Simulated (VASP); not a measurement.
Here is a VASP 6.6.1 calculation.

INCAR

```
ALGO = Normal ; EDIFF = 1E-6
EDIFFG = -0.008 ; ENCUT = 600
GGA = PS ; IBRION = 2
ISIF = 3 ; ISMEAR = 0
LASPH = T ; LCHARG = F
LREAL = F ; LWAVE = F
NELM = 60 ; NSW = 70
PREC = Accurate ; PSTRESS = 20.0
SIGMA = 0.1
```

File KPOINTS:

```
k-points
0
Gamma
  18 18 18
```

The input POSCAR:

```
Ag
1.0
    0.0000000000      2.0142796692      2.0142796692
    2.0142796692      0.0000000000      2.0142796692
    2.0142796692      2.0142796692      0.0000000000
Ag
1
Direct
    0.0000000000      0.0000000000      0.0000000000
```

Potentials or basis: VASP PAW PBE potentials, release 64 (Ag).

Run with:

```sh
$ cat potpaw_PBE.64/Ag/POTCAR > POTCAR
$ mpirun -np 1 vasp_std > vasp.out
```

(1) What does it give for the relaxed volume?

(2) Predict the space group after relaxing (to 0.05 Å).

(3) What does it give for the relaxed cell?

Results:

(1) 16.37 Å³/atom.

(2) Fm-3m (No. 225).

(3) a = 2.850 Å, b = 2.850 Å, c = 2.850 Å, α = 60.00°, β = 60.00°, γ = 60.00°.

Caveat: the cell is relaxed towards a set pressure, so the enthalpy falls and the energy may rise; the PAW data sets were made with another functional, which shifts forces and pressure a little.
